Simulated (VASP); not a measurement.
Input of a VASP 6.6.1 run:

INCAR

```
PREC = Accurate
ENCUT = 520
EDIFF = 1E-6
ISMEAR = 1
SIGMA = 0.1
LREAL = Auto
LASPH = T
NELM = 100
ALGO = Normal
ISIF = 2
LWAVE = F
LCHARG = T
GGA = PE
LELF = T
LVHAR = T
NBANDS = 40
```

The input KPOINTS:

```
regular mesh
0
Gamma
  6 6 6
```

POSCAR

```
Al16C
1.0
   -4.0389296000      4.0389296000      4.0389296000
    4.0389296000     -4.0389296000      4.0389296000
    4.0389296000      4.0389296000     -4.0389296000
Al C
16 1
Direct
   -0.0231154100     -0.0320631300     -0.0320171000
    0.0049625300      0.2489781000      0.7495254100
    0.0058116100      0.4912241800      0.4912513200
    0.0049732200      0.7495954600      0.2491087100
    0.2567637600      0.0033910900      0.7573669500
    0.2381040500      0.2373051000      0.4880350800
    0.2378763900      0.4879090900      0.2371174100
    0.2568264400      0.7573614300      0.0034281100
    0.4907044200     -0.0039411800      0.4889999400
    0.5075026100      0.2731794800      0.2732227200
    0.4906990000      0.4889569800     -0.0037874400
    0.4818026500      0.7500240800      0.7500039900
    0.7443281700      0.0033853700      0.2387175000
    0.7442487700      0.2386526100      0.0034294400
    0.7689184600      0.4733235100      0.7773226500
    0.7687315400      0.7771482400      0.4733499300
    0.6424885700      0.6140621800      0.6142124900
```

Potentials or basis: VASP PAW PBE potentials, release 64 (Al, C).

The run is started by

```console
$ cat potpaw_PBE.64/Al/POTCAR potpaw_PBE.64/C/POTCAR > POTCAR
$ mpirun -np 1 vasp_std > vasp.out
```

Predict the pressure.

3.4 GPa.

Estimate the band gap on the k mesh.

zero (bands 26 and 27 overlap by 1.84 eV).

What does it give for the largest force?

0.215 eV/Å.

Stress tensor (GPa, compression positive):
```
 2.17 -0.93 -0.93
-0.93  3.99 -1.04
-0.93 -1.04  3.98
```
